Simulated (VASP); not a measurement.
The system is NaCuH3.

```
Na Cu H
1.0
     3.49156   -0.02155    0.06425
    -0.02155    3.51893   -0.03486
     0.12850   -0.06972    7.16899
Na Cu H
2 2 6
Direct
  0.52507 0.50728 0.23086
  0.48284 0.52023 0.79090
  0.97956 0.00790 0.50578
  0.97296 0.04197 0.00849
  0.62168 0.97776 0.02582
  0.44514 0.94226 0.49348
  0.93424 0.51005 0.50991
  0.03745 0.46424 0.97702
  0.95484 0.99283 0.21738
  0.04623 0.03547 0.74037
```

| Quantity | Value |
| --- | --- |
| Program | VASP 6.6.1 |
| Task | relaxation of cell and atoms |
| Functional | PBE |
| Potentials or basis | VASP PAW PBE potentials, release 64 (Na_pv, Cu, H) |
| Cutoff | 600 eV |
| k mesh | 6 × 6 × 4 |
| Occupations | gaussian, width 0.2 eV |
| Spin | no spin polarisation |

At the start: pressure 7.7 GPa; volume 8.80 Å³/atom.

Where does the relaxation end?

Over 22 steps the energy falls by 210.8 meV/atom and the volume is 8.64 Å³/atom (-1.9 %); space group P1 (No. 1, to 0.1 Å) before, Pm-3m (No. 221, to 0.1 Å).

Step by step:
```tsv
step	energy change (eV)	largest force (eV/Å)	pressure (GPa)	volume (Å³)
1	0.0000	7.1965	7.67	88.04
2	-1.3988	1.3837	-2.70	93.48
3	-1.3957	1.3350	-1.38	91.58
4	-1.4197	1.3245	-2.23	92.59
5	-1.6419	0.8117	-2.18	91.20
6	-1.8175	1.4651	0.50	87.09
7	-1.8485	0.8704	-0.81	88.41
8	-1.8503	0.9477	-0.60	88.18
9	-1.9613	0.5219	-0.19	87.07
10	-2.0226	0.3919	1.03	85.31
11	-2.0235	0.3172	0.82	85.51
12	-2.0611	0.1784	0.22	86.13
13	-2.0739	0.2603	-0.25	86.75
14	-2.0922	0.1286	-0.25	86.69
15	-2.0982	0.1582	-0.20	86.63
16	-2.1040	0.0605	0.03	86.26
17	-2.1045	0.0966	0.16	86.12
18	-2.1066	0.0386	0.03	86.30
19	-2.1069	0.0744	-0.07	86.41
20	-2.1079	0.0279	-0.13	86.40
21	-2.1079	0.0281	-0.02	86.39
22	-2.1082	0.0160	-0.08	86.35
```

Final structure:
```
Na Cu H
1.0
     3.47962    0.00022   -0.00084
     0.00019    3.48054    0.00038
    -0.00064    0.00165    7.13000
Na Cu H
2 2 6
Direct
  0.50094 0.50060 0.24992
  0.49883 0.49949 0.75032
  0.99934 0.99992 0.49999
  0.00014 0.00031 0.99995
  0.50087 0.00104 0.99946
  0.49935 0.00027 0.50030
  0.99967 0.49976 0.49970
  0.00149 0.50004 0.00057
  0.99987 0.99958 0.24981
  0.99950 0.99899 0.74997
```
